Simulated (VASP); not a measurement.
A run of VASP 6.6.1 is set up as follows.

The input POSCAR:

```
BaS
1.0
    0.0000000000      3.2057089755      3.2057089755
    3.2057089755      0.0000000000      3.2057089755
    3.2057089755      3.2057089755      0.0000000000
Ba S
1 1
Direct
    0.0000000000      0.0000000000      0.0000000000
    0.5000000000      0.5000000000      0.5000000000
```

INCAR.step1

```
SYSTEM = BaS
PREC = Accurate ; ENCUT = 520
EDIFF = 1E-5 ; ISMEAR = -1
SIGMA = 0.05 ; LREAL = .FALSE.
LASPH = .TRUE. ; NELM = 100
ALGO = Normal ; ISIF = 2
LWAVE = .TRUE. ; LCHARG = .FALSE.
NBANDS = 15 ; GGA = PE
```

Contents of INCAR.step2:

```
SYSTEM = BaS
PREC = Accurate ; ENCUT = 520
EDIFF = 1E-6 ; ISMEAR = -1
SIGMA = 0.05 ; LREAL = .FALSE.
LASPH = .TRUE. ; NELM = 100
ALGO = Normal ; ISIF = 2
LWAVE = .FALSE. ; LCHARG = .FALSE.
GGA = PE ; LHFCALC = .TRUE.
AEXX = 0.25 ; HFSCREEN = 0.3
PRECFOCK = Normal ; NBANDS = 15
ISTART = 1
```

File KPOINTS:

```
regular mesh
0
G
  4 4 4
  0 0 0
```

Potentials or basis: VASP PAW PBE potentials, release 64 (Ba_sv, S).

Command:

```sh
$ cat potpaw_PBE.64/Ba_sv/POTCAR potpaw_PBE.64/S/POTCAR > POTCAR
$ cp INCAR.step1 INCAR
$ mpirun -np 1 vasp_std > vasp.out
$ cp INCAR.step2 INCAR
$ mpirun -np 1 vasp_std > vasp.out
```

**Question.** Predict the band gap on the k mesh.

**Answer.** 2.83 eV (least direct gap 2.99 eV).

**Question.** What does it give for the pressure?

**Answer.** 0.5 GPa.

Caveat: the k points lie up to 0.42 Å⁻¹ apart; the PAW data sets were made with another functional, which shifts forces and pressure a little; spin-orbit coupling is left out, which moves the levels of the heavy elements. A k mesh can miss the band edges.
